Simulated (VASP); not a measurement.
# Al5BAs6 (P31m) in VASP: further runs, part 2 of 2

VASP 6.6.1. The steps go on from the part before.

### 3 Single point, PBE

File INCAR:

```
SYSTEM = Al5BAs6
PREC     = Accurate       ! precision mode
ENCUT    = 520            ! plane-wave cutoff, eV
EDIFF    = 1E-7           ! SCF threshold, eV
ISMEAR   = 0              ! smearing method
SIGMA    = 0.02           ! smearing width, eV
LREAL    = .FALSE.        ! projectors in reciprocal space
LASPH    = .TRUE.         ! aspherical terms in the spheres
NELM     = 80             ! most SCF steps
ALGO     = Normal         ! electronic algorithm
ISIF     = 2              ! what is computed and relaxed
LWAVE    = .FALSE.        ! write WAVECAR
LCHARG   = .FALSE.        ! write CHGCAR
GGA      = PE             ! functional
NBANDS   = 36             ! bands
```

File KPOINTS:

```
Automatic mesh
0
G
  6 6 4
  0 0 0
```

File POSCAR:

```
Al5BAs6
1.0
    6.8129525348      0.0000000289      0.0000000000
   -3.4064762924      5.9001899555      0.0000000000
    0.0000000000      0.0000000000      6.4691813000
Al B As
5 1 6
Direct
    0.6666666667      0.3333333333      0.0019230000
    0.3333333333      0.6666666667      0.0019230000
    0.0000000000      0.3199140000      0.5005280000
    0.6800860000      0.6800860000      0.5005280000
    0.3199140000      0.0000000000      0.5005280000
    0.0000000000      0.0000000000      0.9984710000
    0.6666666667      0.3333333333      0.3839930000
    0.3333333333      0.6666666667      0.3839930000
    0.0000000000      0.0000000000      0.3281090000
    0.0000000000      0.2942540000      0.8853350000
    0.7057460000      0.7057460000      0.8853350000
    0.2942540000      0.0000000000      0.8853350000
```

Potentials or basis: VASP PAW PBE potentials, release 64 (Al, B, As).

Started as:

```console
cat potpaw_PBE.64/Al/POTCAR potpaw_PBE.64/B/POTCAR potpaw_PBE.64/As/POTCAR > POTCAR
mpirun -np 1 vasp_std > vasp.out
```

OUTCAR:

```text
SYSTEM = Al5BAs6
   PREC = Accurate
   ENCUT = 520
   EDIFF = 1E-7
   ISMEAR = 0
   LREAL = .FALSE.
   LASPH = .TRUE.
   NELM = 80
   ISIF = 2
   GGA = PE

 ion  position               nearest neighbor table
   1  0.667  0.333  0.002-   7 2.47  10 2.53  12 2.53  11 2.53
   2  0.333  0.667  0.002-   8 2.47  12 2.53  10 2.53  11 2.53
   3  0.000  0.320  0.501-   7 2.44   8 2.44   9 2.45  10 2.50
   4  0.680  0.680  0.501-   8 2.44   7 2.44   9 2.45  11 2.50
   5  0.320  0.000  0.501-   8 2.44   7 2.44   9 2.45  12 2.50
   6  0.000  0.000  0.998-   9 2.13  12 2.13  10 2.13  11 2.13
   7  0.667  0.333  0.384-   3 2.44   5 2.44   4 2.44   1 2.47
   8  0.333  0.667  0.384-   5 2.44   3 2.44   4 2.44   2 2.47
   9  0.000  0.000  0.328-   6 2.13   5 2.45   3 2.45   4 2.45
  10  0.000  0.294  0.885-   6 2.13   3 2.50   1 2.53   2 2.53
  11  0.706  0.706  0.885-   6 2.13   4 2.50   2 2.53   1 2.53
  12  0.294  0.000  0.885-   6 2.13   5 2.50   2 2.53   1 2.53

  LATTYP: Found a hexagonal cell.
 ALAT       =     6.8129525348
 C/A-ratio  =     0.9495415192

  Lattice vectors:

 A1 = (   6.8129525348,   0.0000000289,   0.0000000000)
 A2 = (  -3.4064762924,   5.9001899555,   0.0000000000)
 A3 = (   0.0000000000,   0.0000000000,   6.4691813000)

Analysis of symmetry for initial positions (statically):
=====================================================================
 Subroutine PRICEL returns:
 Original cell was already a primitive cell.

 Routine SETGRP: Setting up the symmetry group for a
 hexagonal supercell.

 Subroutine GETGRP returns: Found  6 space group operations
 (whereof  6 operations were pure point group operations)
 out of a pool of 24 trial point group operations.

The static configuration has the point symmetry C_3v.

Analysis of symmetry for dynamics (positions and initial velocities):
=====================================================================
 Subroutine PRICEL returns:
 Original cell was already a primitive cell.

 Routine SETGRP: Setting up the symmetry group for a
 hexagonal supercell.

 Subroutine GETGRP returns: Found  6 space group operations
 (whereof  6 operations were pure point group operations)
 out of a pool of 24 trial point group operations.

The dynamic configuration has the point symmetry C_3v.

 Subroutine INISYM returns: Found  6 space group operations
 (whereof  6 operations are pure point group operations),
 and found     1 'primitive' translations

----------------------------------------------------------------------------------------

                                     Primitive cell

  volume of cell :     260.0463

  direct lattice vectors                    reciprocal lattice vectors
     6.812952535  0.000000029  0.000000000     0.146779240  0.084743035  0.000000000
    -3.406476292  5.900189956  0.000000000    -0.000000001  0.169486068  0.000000000
     0.000000000  0.000000000  6.469181300     0.000000000  0.000000000  0.154579066

  length of vectors
     6.812952535  6.812952535  6.469181300     0.169486068  0.169486068  0.154579066

  position of ions in fractional coordinates (direct lattice)
     0.666666667  0.333333333  0.001923000
     0.333333333  0.666666667  0.001923000
     0.000000000  0.319914000  0.500528000
     0.680086000  0.680086000  0.500528000
     0.319914000  0.000000000  0.500528000
     0.000000000  0.000000000  0.998471000
     0.666666667  0.333333333  0.383993000
     0.333333333  0.666666667  0.383993000
[... 78 lines left out ...]
   NGX,Y,Z   is equivalent  to a cutoff of  13.18, 13.18, 12.34 a.u.
   NGXF,Y,Z  is equivalent  to a cutoff of  26.35, 26.35, 24.67 a.u.
 SYSTEM =  Al5BAs6
   PREC   = accura    normal or accurate (medium, high low for compatibility)
   ISTART =      0    job   : 0-new  1-cont  2-samecut
   ICHARG =      2    charge: 1-file 2-atom 10-const
   ISPIN  =      1    spin polarized calculation?
   LNONCOLLINEAR =      F non collinear calculations
   LSORBIT =      F    spin-orbit coupling
   LASPH  =      T    aspherical Exc in radial PAW
   ENCUT  =  520.0 eV  38.22 Ry    6.18 a.u.  12.67 12.67 12.03*2*pi/ulx,y,z
   NELM   =     80;   NELMIN=  2; NELMDL= -5     # of ELM steps
   EDIFF  = 0.1E-06   stopping-criterion for ELM
   LREAL  =      F    real-space projection
   EDIFFG = 0.1E-05   stopping-criterion for IOM
   NSW    =      0    number of steps for IOM
   IBRION =     -1    ionic relax: 0-MD 1-quasi-New 2-CG
   NFREE  =      0    steps in history (QN), initial steepest desc. (CG)
   ISIF   =      2    stress and relaxation
   ISYM   =      2    0-nonsym 1-usesym 2-fastsym
   POTIM  = 0.5000    time-step for ionic-motion
   TEBEG  =    0.0;   TEEND  =   0.0 temperature during run
   PSTRESS=    0.0 pullay stress
   NELECT =      48.0000    total number of electrons
   NUPDOWN=      -1.0000    fix difference up-down
   EMIN   =  10.00;   EMAX   =-10.00  energy-range for DOS
   EFERMI =   0.00;   METHOD = LEGACY
   ISMEAR =     0;   SIGMA  =   0.02  broadening in eV -4-tet -1-fermi 0-gaus
   EFERMI_NEDOS =   21; number of points for ismear=-14 and -15
   IALGO  =     38    algorithm
   IMIX   =      4    mixing-type and parameters
     AMIX     =   0.40;   BMIX     =  1.00
     AMIX_MAG =   1.60;   BMIX_MAG =  1.00
  volume/ion in A,a.u.               =      21.67       146.24
  Fermi-wavevector in a.u.,A,eV,Ry     =   0.932120  1.761451 11.821383  0.868847
  Thomas-Fermi vector in A             =   2.058684
   LORBIT       =      0    0 simple, 1 ext, 2 COOP (PROOUT), +10 PAW based schemes
   GGA     = PE    functional components
   LHFCALC =     F    Hartree Fock is set to
   AEXX    =    0.0000 exact exchange contribution
   IVDW    =     0    specifies the selected vdW correction
   LEPSILON=     F    determine dielectric tensor
   LRPA    =     F    only Hartree local field effects (RPA)
 non-spin polarized calculation
 Gauss-broadening in eV      SIGMA  =   0.02
  energy-cutoff  :      520.00
  volume of cell :      260.05
 maximum number of plane-waves:      7033
 NGX is ok and might be reduce to    54
   NGX = 25   NGY = 25   NGZ = 25

 number of electron      48.0000001 magnetization

 Free energy of the ion-electron system (eV)
  ---------------------------------------------------
  ext. energy  EPLUGINS =         0.00000000
  ---------------------------------------------------
  free energy    TOTEN  =       -57.53773279 eV

  energy without entropy =      -57.53773279  energy(sigma->0) =      -57.53773279

 E-fermi :   4.2407     XC(G=0):  -9.1412

 val. band max:        4.1586374804   @ k =   0.0000   0.0000   0.0000
 cond. band min:       5.3686820092   @ k =   0.3333   0.3333   0.2500
 fundamental gap:      1.2100445287
 Fermi energy:         4.2407232317

 k-point     1 :       0.0000    0.0000    0.0000
  band No.  band energies     occupation
      1      -8.3770      2.00000
      2      -6.7584      2.00000
      3      -6.2842      2.00000
      4      -6.2257      2.00000
      5      -6.2257      2.00000
      6      -6.0716      2.00000
[... 925 lines left out ...]
     35       7.9218      0.00000
     36       8.3500      0.00000

------------------------ aborting loop because EDIFF is reached ----------------------------------------

  FORCE on cell =-STRESS in cart. coord.  units (eV):
  Direction    XX          YY          ZZ          XY          YZ          ZX
  --------------------------------------------------------------------------------------
  -------------------------------------------------------------------------------------
  Total        0.2909690      0.2909690      0.3326390      0.0000000      0.0000000     -0.0000000
  in kB        1.7926960      1.7926960      2.0494300      0.0000000      0.0000000     -0.0000000
  external PRESSURE =       1.8782740 kB  Pullay stress =       0.0000000 kB

 VOLUME and BASIS-vectors are now :
 -----------------------------------------------------------------------------
  energy-cutoff  :      520.00
  volume of cell :      260.05
      direct lattice vectors                 reciprocal lattice vectors
     6.812952535  0.000000029  0.000000000     0.146779240  0.084743035  0.000000000
    -3.406476292  5.900189956  0.000000000    -0.000000001  0.169486068  0.000000000
     0.000000000  0.000000000  6.469181300     0.000000000  0.000000000  0.154579066

 POSITION                                       TOTAL-FORCE (eV/Angst)
 -----------------------------------------------------------------------------------
      3.40648      1.96673      0.01244         0.000000     -0.000000     -0.004201
     -0.00000      3.93346      0.01244         0.000000     -0.000000     -0.004201
     -1.08978      1.88755      3.23801         0.000941     -0.001630      0.003633
      2.31670      4.01264      3.23801         0.000941      0.001630      0.003633
      2.17956      0.00000      3.23801        -0.001882     -0.000000      0.003633
      0.00000      0.00000      6.45929         0.000000     -0.000000     -0.002560
      3.40648      1.96673      2.48412         0.000000     -0.000000      0.001732
     -0.00000      3.93346      2.48412         0.000000     -0.000000      0.001732
      0.00000      0.00000      2.12260         0.000000     -0.000000      0.015760
     -1.00237      1.73615      5.72739        -0.007678      0.013299     -0.006387
      2.40411      4.16404      5.72739        -0.007678     -0.013299     -0.006387
      2.00474      0.00000      5.72739         0.015357      0.000000     -0.006387
 -----------------------------------------------------------------------------------
    total drift:                               -0.000000     -0.000000     -0.000031

  FREE ENERGIE OF THE ION-ELECTRON SYSTEM (eV)
  ---------------------------------------------------
  free  energy   TOTEN  =       -57.5377327927 eV

  energy  without entropy=      -57.5377327927  energy(sigma->0) =      -57.53773279
```

Run time: 2.7 min. Hardware: 1 thread of Intel Xeon 6975P-C (Granite Rapids), shared host; peak memory 0.45 GiB.

Results:

```yaml
Free_energy: -57.5377 eV
Pressure: 0.2 GPa
Largest_force: 0.017 eV/Å
Band_gap_on_the_k_mesh: 1.21 eV (least direct gap 1.28 eV)
```

Forces in eV/Å, atoms in the order of the input:
```
Al   0.000  0.000 -0.004
Al   0.000  0.000 -0.004
Al   0.001 -0.002  0.004
Al   0.001  0.002  0.004
Al  -0.002  0.000  0.004
B    0.000  0.000 -0.003
As   0.000  0.000  0.002
As   0.000  0.000  0.002
As   0.000  0.000  0.016
As  -0.008  0.013 -0.006
As  -0.008 -0.013 -0.006
As   0.015  0.000 -0.006
```

A k mesh can miss the band edges.

### 4 Single point, r2SCAN

POSCAR is that of step 3.

File INCAR.step1:

```
SYSTEM = Al5BAs6
PREC = Accurate
ENCUT = 520
ISMEAR = 0
SIGMA = 0.02
LREAL = .FALSE.
LASPH = .TRUE.
NELM = 60
NBANDS = 36
GGA = PE
ALGO = Normal
EDIFF = 1E-4
LWAVE = .TRUE.
LCHARG = .FALSE.
```

File INCAR.step2:

```
SYSTEM = Al5BAs6
PREC = Accurate
ENCUT = 520
EDIFF = 1E-6
ISMEAR = 0
SIGMA = 0.02
LREAL = .FALSE.
LASPH = .TRUE.
NELM = 60
ALGO = Normal
ISIF = 2
LWAVE = .FALSE.
LCHARG = .FALSE.
METAGGA = R2SCAN
LMIXTAU = .TRUE.
NBANDS = 36
ISTART = 1
```

File KPOINTS:

```
regular mesh
0
G
  6 6 4
  0 0 0
```

Started as:

```console
cat potpaw_PBE.64/Al/POTCAR potpaw_PBE.64/B/POTCAR potpaw_PBE.64/As/POTCAR > POTCAR
cp INCAR.step1 INCAR
mpirun -np 1 vasp_std > vasp.out
cp INCAR.step2 INCAR
mpirun -np 1 vasp_std > vasp.out
```

It took 8.5 min on 1 thread of Intel Xeon 6975P-C (Granite Rapids), shared host; peak memory 0.49 GiB.

The run converged. Its results:

```
Free energy            : -134.7730 eV
Pressure               : -1.9 GPa
Largest force          : 0.182 eV/Å
Band gap on the k mesh : 1.50 eV (least direct gap 1.73 eV)
```

Forces in eV/Å, atoms in the order of the input:
```
Al   0.000  0.000  0.049
Al   0.000  0.000  0.049
Al  -0.007  0.013 -0.031
Al  -0.007 -0.013 -0.031
Al   0.015  0.000 -0.031
B    0.000  0.000  0.002
As   0.000  0.000 -0.009
As   0.000  0.000 -0.009
As   0.000  0.000  0.182
As  -0.058  0.100 -0.057
As  -0.058 -0.100 -0.057
As   0.115  0.000 -0.057
```

Levels at points of the mesh, in eV from the valence-band top:
```csv
k point,band 21,band 22,band 23,band 24,band 25,band 26,band 27,band 28
"(0.00, 0.00, 0.00)",-1.17,-0.22,0.00,0.00,1.73,2.32,2.32,2.66
"(0.50, 0.00, 0.00)",-1.22,-1.10,-1.08,-0.92,1.82,3.10,3.33,3.52
"(0.00, 0.00, 0.50)",-0.81,-0.81,-0.49,-0.49,2.06,2.61,3.02,3.02
"(0.50, 0.00, 0.50)",-1.77,-1.67,-1.61,-1.59,1.99,2.20,2.84,3.25
```

Caveat: the PAW data sets were made with another functional, which shifts forces and pressure a little.

### 5 The runs side by side

| level | k mesh | smearing | gap on the mesh (eV) | pressure (GPa) | largest force (eV/Å) |
| --- | --- | --- | --- | --- | --- |
| PBE | 3 × 3 × 4 | gaussian 0.1 eV | 1.21 | 0.2 | 0.02 |
| PBE | 6 × 6 × 4 | gaussian 0.02 eV | 1.21 | 0.2 | 0.02 |
| r2SCAN | 6 × 6 × 4 | gaussian 0.02 eV | 1.50 | -1.9 | 0.18 |

Alike in all rows: task single point; potentials or basis VASP PAW PBE potentials, release 64 (Al, B, As); no spin polarisation; cell as given; cutoff (eV) 520.

On the cell as given the gap runs from 1.21 eV (PBE) to 1.50 eV (r2SCAN); the meshes differ, which moves gaps too. The pressure there spans -1.9 GPa (r2SCAN) to 0.2 GPa (PBE); a positive pressure means that this level wants a larger cell, a negative one a smaller.

Caveats: the PAW data sets were made with another functional, which shifts forces and pressure a little (at least some runs).

Total energies depend on the potentials used, so only differences within one code and one set of settings carry meaning.
